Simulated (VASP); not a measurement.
# Mo (Im-3m) in VASP: single point with PBE

Aim: the single point of Mo with PBE.

Program: VASP 6.6.1. These are calculated values, not measurements. Logs are shortened: lines on timing, memory, paths and dates and some standing lists are left out, and cuts for length are marked.

**1. The cell of the first run**

The structure is cubic, space group Im-3m (No. 229). The conventional cell has a = 3.160 Å, b = 3.160 Å, c = 3.160 Å, α = 90.00°, β = 90.00°, γ = 90.00°. Within 3.6 Å of Mo (site symmetry m-3m) lie 14 Mo at 2.74 to 3.16 Å.

**2. Single point, PBE**

Contents of INCAR:

```
PREC = Accurate ; ENCUT = 520
EDIFF = 1E-6 ; ISMEAR = 0
SIGMA = 0.1 ; LREAL = False
LASPH = True ; NELM = 100
ALGO = Fast ; ISIF = 2
LWAVE = False ; LCHARG = True
GGA = PE ; LELF = True
LVHAR = True ; NBANDS = 13
ISYM = 0
```

Contents of KPOINTS:

```
regular mesh
0
Gamma
  9 9 37
```

Contents of POSCAR:

```
Mo
1.0
    4.4695390377      0.0000000000      0.0000000000
   -2.2347695189      3.8707343499      0.0000000000
    2.2347695189      1.2902447833      0.9123408357
Mo
1
Direct
    0.0000000000      0.0000000000      0.0000000000
```

Potentials or basis: VASP PAW PBE potentials, release 64 (Mo_sv).

Started as:

```
$ cat potpaw_PBE.64/Mo_sv/POTCAR > POTCAR
$ mpirun -np 1 vasp_std > vasp.out
```

OUTCAR:

```text
PREC = Accurate
   ENCUT = 520
   EDIFF = 1E-6
   ISMEAR = 0
   LREAL = False
   LASPH = True
   NELM = 100
   ISIF = 2
   GGA = PE
   ISYM = 0

 ion  position               nearest neighbor table
   1  0.000  0.000  0.000-

IMPORTANT INFORMATION: All symmetrisations will be switched off!
NOSYMM: (Re-)initialisation of all symmetry stuff for point group C_1.

----------------------------------------------------------------------------------------

                                     Primitive cell

  volume of cell :      15.7839

  direct lattice vectors                    reciprocal lattice vectors
     4.469539038  0.000000000  0.000000000     0.223736719  0.129174455 -0.730721065
    -2.234769519  3.870734350  0.000000000     0.000000000  0.258348910 -0.365360532
     2.234769519  1.290244783  0.912340836     0.000000000  0.000000000  1.096081597

  length of vectors
     4.469539038  4.469539038  2.737022507     0.775046730  0.447473438  1.096081597

  position of ions in fractional coordinates (direct lattice)
     0.000000000  0.000000000  0.000000000

  ion indices of the primitive-cell ions
   primitive index   ion index
                 1           1

----------------------------------------------------------------------------------------

 KPOINTS: regular mesh

Automatic generation of k-mesh.
 Grid dimensions read from file:
 generate k-points for:    9    9   37

 Generating k-lattice:

  Cartesian coordinates                     Fractional coordinates (reciprocal lattice)
     0.024859635  0.014352717 -0.081191229     0.111111111  0.000000000 -0.000000000
     0.000000000  0.028705434 -0.040595615     0.000000000  0.111111111  0.000000000
     0.000000000  0.000000000  0.029623827     0.000000000  0.000000000  0.027027027

  Length of vectors
     0.086116303  0.049719271  0.029623827

  Shift w.r.t. Gamma in fractional coordinates (k-lattice)
     0.000000000  0.000000000  0.000000000

 -----------------------------------------------------------------------------
|                                                                             |
|           W    W    AA    RRRRR   N    N  II  N    N   GGGG   !!!           |
|           W    W   A  A   R    R  NN   N  II  NN   N  G    G  !!!           |
|           W    W  A    A  R    R  N N  N  II  N N  N  G       !!!           |
|           W WW W  AAAAAA  RRRRR   N  N N  II  N  N N  G  GGG   !            |
|           WW  WW  A    A  R   R   N   NN  II  N   NN  G    G                |
|           W    W  A    A  R    R  N    N  II  N    N   GGGG   !!!           |
|                                                                             |
|     Your reciprocal lattice and k-lattice belong to different lattice       |
|     classes:                                                                |
|                                                                             |
|        The reciprocal lattice is face-centered cubic,                       |
|        whereas your k-lattice is base-centered monoclinic.                  |
|                                                                             |
|     Results are often still useful ...                                      |
|                                                                             |
 -----------------------------------------------------------------------------

 WARNING: IBZKPT: internal override: KBLOWUP is changed to .FALSE.
      ... skipping the blow-up phase ...

 Subroutine IBZKPT returns following result:
 ===========================================

 Found   1499 irreducible k-points:

 Following reciprocal coordinates:
            Coordinates               Weight
  0.000000  0.000000  0.000000      1.000000
  0.111111 -0.000000  0.000000      2.000000
  0.222222  0.000000  0.000000      2.000000
  0.333333 -0.000000 -0.000000      2.000000
  0.444444  0.000000  0.000000      2.000000
  0.000000  0.111111  0.000000      2.000000
[... 16 lines left out ...]
 -0.111111  0.222222 -0.000000      2.000000
  0.000000  0.333333  0.000000      2.000000
 [... further k-points ...]
   k-points           NKPTS =   1499   k-points in BZ     NKDIM =   1499   number of bands    NBANDS=     13
   number of dos      NEDOS =    301   number of ions     NIONS =      1
   total plane-waves  NPLWV =  25920
   dimension x,y,z NGX =    36 NGY =   36 NGZ =   20
   dimension x,y,z NGXF=    72 NGYF=   72 NGZF=   40
   ions per type =               1
   NGX,Y,Z   is equivalent  to a cutoff of  13.39, 13.39, 12.15 a.u.
   NGXF,Y,Z  is equivalent  to a cutoff of  26.78, 26.78, 24.30 a.u.
 SYSTEM =  unknown system
   PREC   = accura    normal or accurate (medium, high low for compatibility)
   ISTART =      0    job   : 0-new  1-cont  2-samecut
   ICHARG =      2    charge: 1-file 2-atom 10-const
   ISPIN  =      1    spin polarized calculation?
   LNONCOLLINEAR =      F non collinear calculations
   LSORBIT =      F    spin-orbit coupling
   LASPH  =      T    aspherical Exc in radial PAW
   ENCUT  =  520.0 eV  38.22 Ry    6.18 a.u.   8.31  8.31  5.09*2*pi/ulx,y,z
   NELM   =    100;   NELMIN=  2; NELMDL= -5     # of ELM steps
   EDIFF  = 0.1E-05   stopping-criterion for ELM
   LREAL  =      F    real-space projection
   EDIFFG = 0.1E-04   stopping-criterion for IOM
   NSW    =      0    number of steps for IOM
   IBRION =     -1    ionic relax: 0-MD 1-quasi-New 2-CG
   NFREE  =      0    steps in history (QN), initial steepest desc. (CG)
   ISIF   =      2    stress and relaxation
   ISYM   =      0    0-nonsym 1-usesym 2-fastsym
   POTIM  = 0.5000    time-step for ionic-motion
   TEBEG  =    0.0;   TEEND  =   0.0 temperature during run
   PSTRESS=    0.0 pullay stress
   NELECT =      14.0000    total number of electrons
   NUPDOWN=      -1.0000    fix difference up-down
   EMIN   =  10.00;   EMAX   =-10.00  energy-range for DOS
   EFERMI =   0.00;   METHOD = LEGACY
   ISMEAR =     0;   SIGMA  =   0.10  broadening in eV -4-tet -1-fermi 0-gaus
   EFERMI_NEDOS =   21; number of points for ismear=-14 and -15
   IALGO  =     68    algorithm
   IMIX   =      4    mixing-type and parameters
     AMIX     =   0.40;   BMIX     =  1.00
     AMIX_MAG =   1.60;   BMIX_MAG =  1.00
  volume/ion in A,a.u.               =      15.78       106.51
  Fermi-wavevector in a.u.,A,eV,Ry     =   1.572943  2.972432 33.662869  2.474151
  Thomas-Fermi vector in A             =   2.674302
   LORBIT       =      0    0 simple, 1 ext, 2 COOP (PROOUT), +10 PAW based schemes
   GGA     = PE    functional components
   LHFCALC =     F    Hartree Fock is set to
   AEXX    =    0.0000 exact exchange contribution
   IVDW    =     0    specifies the selected vdW correction
   LEPSILON=     F    determine dielectric tensor
   LRPA    =     F    only Hartree local field effects (RPA)
 non-spin polarized calculation
 RMM-DIIS sequential band-by-band and
 Gauss-broadening in eV      SIGMA  =   0.10
  energy-cutoff  :      520.00
  volume of cell :       15.78
 maximum number of plane-waves:       437
 NGX is ok and might be reduce to    36
   NGX = 17   NGY = 17   NGZ = 11

 number of electron      14.0000000 magnetization

 Free energy of the ion-electron system (eV)
  ---------------------------------------------------
  ext. energy  EPLUGINS =         0.00000000
  ---------------------------------------------------
  free energy    TOTEN  =       -10.93813903 eV

  energy without entropy =      -10.93553343  energy(sigma->0) =      -10.93683623

 E-fermi :  12.4647     XC(G=0): -13.3355

 val. band max:       12.4572680459   @ k =  -0.4444   0.4444   0.2162
 cond. band min:      12.4656237481   @ k =  -0.4444  -0.1111   0.2162
 fundamental gap:      0.0083557023
 Fermi energy:        12.4647305459

 k-point     1 :       0.0000    0.0000    0.0000
  band No.  band energies     occupation
      1     -48.8395      2.00000
      2     -22.1298      2.00000
      3     -22.1274      2.00000
      4     -22.1264      2.00000
      5       5.2345      2.00000
      6      11.0927      2.00000
      7      11.0938      2.00000
      8      11.0955      2.00000
      9      14.0832      0.00000
     10      14.0843      0.00000
     11      27.2547      0.00000
     12      27.2551      0.00000
     13      27.2562      0.00000

 k-point     2 :       0.1111   -0.0000    0.0000
  band No.  band energies     occupation
      1     -48.7583      2.00000
      2     -22.5830      2.00000
      3     -22.2406      2.00000
      4     -22.1678      2.00000
      5       6.6651      2.00000
      6      10.4870      2.00000
      7      10.5923      2.00000
      8      12.6820      0.00212
      9      13.3069      0.00000
     10      14.2906      0.00000
     11      28.2293      0.00000
     12      28.7887      0.00000
     13      29.3523      0.00000

 k-point     3 :       0.2222    0.0000    0.0000
  band No.  band energies     occupation
      1     -48.6115      2.00000
      2     -23.1932      2.00000
      3     -22.5860      2.00000
      4     -22.2520      2.00000
      5       8.4060      2.00000
      6       9.5644      2.00000
      7      10.5324      2.00000
      8      13.5089      0.00000
      9      14.8348      0.00000
     10      17.1997      0.00000
     11      25.4999      0.00000
     12      27.0747      0.00000
     13      29.7544      0.00000

 k-point     4 :       0.3333   -0.0000   -0.0000
  band No.  band energies     occupation
      1     -48.5527      2.00000
      2     -23.0737      2.00000
      3     -23.0713      2.00000
      4     -22.2994      2.00000
      5       8.6684      2.00000
      6      10.1350      2.00000
      7      10.1355      2.00000
      8      14.5540      0.00000
      9      14.5557      0.00000
     10      22.4344      0.00000
     11      22.7816      0.00000
     12      22.7824      0.00000
     13      29.8563      0.00000

 k-point     5 :       0.4444    0.0000    0.0000
  band No.  band energies     occupation
      1     -48.5776      2.00000
      2     -23.4335      2.00000
      3     -22.6158      2.00000
      4     -22.1975      2.00000
      5       7.5285      2.00000
      6       9.1954      2.00000
      7      12.6892      0.00150
      8      13.9840      0.00000
      9      15.2489      0.00000
     10      18.1034      0.00000
     11      23.6001      0.00000
     12      24.9758      0.00000
     13      28.9787      0.00000
[... 257 lines left out ...]
 k-point    22 :      -0.2222    0.2222   -0.0000
  band No.  band energies     occupation
      1     -48.7356      2.00000
      2     -22.7128      2.00000
      3     -22.3104      2.00000
      4     -22.1312      2.00000
      5       6.9471      2.00000
      6      10.1524      2.00000
      7      10.8354      2.00000
      8      13.0112      0.00000
      9      13.5039      0.00000
     10      14.1942      0.00000
     11      27.5240      0.00000
     12      28.8410      0.00000
     13      30.5726      0.00000

 k-point    23 :      -0.1111    0.2222   -0.0000
  band No.  band energies     occupation
      1     -48.8103      2.00000
      2     -22.2963      2.00000
      3     -22.1810      2.00000
      4     -22.1287      2.00000
      5       5.7580      2.00000
      6      10.8050      2.00000
      7      11.0286      2.00000
      8      11.5952      2.00000
      9      13.7182      0.00000
     10      14.0971      0.00000
     11      27.5996      0.00000
     12      28.1494      0.00000
     13      28.1812      0.00000

 k-point    24 :       0.0000    0.3333    0.0000
  band No.  band energies     occupation
      1     -48.6495      2.00000
      2     -23.1643      2.00000
      3     -22.4555      2.00000
      4     -22.1350      2.00000
      5       7.4569      2.00000
      6       9.5096      2.00000
      7      11.7261      2.00000
      8      13.8803      0.00000
      9      14.4340      0.00000
     10      15.0284      0.00000
     11      25.9094      0.00000
     12      26.7033      0.00000
     13      33.2417      0.00000

 [... further k-points ...]

------------------------ aborting loop because EDIFF is reached ----------------------------------------

  FORCE on cell =-STRESS in cart. coord.  units (eV):
  Direction    XX          YY          ZZ          XY          YZ          ZX
  --------------------------------------------------------------------------------------
  -------------------------------------------------------------------------------------
  Total        0.0693716      0.0357009      0.0564440      0.0291602      0.0088577      0.0153397
  in kB        7.0417246      3.6239014      5.7294812      2.9599710      0.8991222      1.5570953
  external PRESSURE =       5.4650357 kB  Pullay stress =       0.0000000 kB

 VOLUME and BASIS-vectors are now :
 -----------------------------------------------------------------------------
  energy-cutoff  :      520.00
  volume of cell :       15.78
      direct lattice vectors                 reciprocal lattice vectors
     4.469539038  0.000000000  0.000000000     0.223736719  0.129174455 -0.730721065
    -2.234769519  3.870734350  0.000000000     0.000000000  0.258348910 -0.365360532
     2.234769519  1.290244783  0.912340836     0.000000000  0.000000000  1.096081597

 POSITION                                       TOTAL-FORCE (eV/Angst)
 -----------------------------------------------------------------------------------
      0.00000      0.00000      0.00000        -0.000000      0.000000     -0.000000
 -----------------------------------------------------------------------------------
    total drift:                               -0.000000      0.000000     -0.000000

  FREE ENERGIE OF THE ION-ELECTRON SYSTEM (eV)
  ---------------------------------------------------
  free  energy   TOTEN  =       -10.9381390258 eV

  energy  without entropy=      -10.9355334273  energy(sigma->0) =      -10.93683623
```

Run time: 5.3 min. Hardware: 1 thread of Intel Xeon Platinum 8488C (Sapphire Rapids), shared host; peak memory 0.42 GiB.

What came out:

- Free energy: -10.9381 eV
- Pressure: 0.5 GPa
- Band gap on the k mesh: zero (bands 7 and 8 overlap by 5.02 eV)

Levels at points of the mesh, in eV from the Fermi level:
| k point | band 5 | band 6 | band 7 | band 8 | band 9 | band 10 |
| --- | --- | --- | --- | --- | --- | --- |
| (0.00, 0.00, 0.00) | -7.23 | -1.37 | -1.37 | -1.37 | 1.62 | 1.62 |
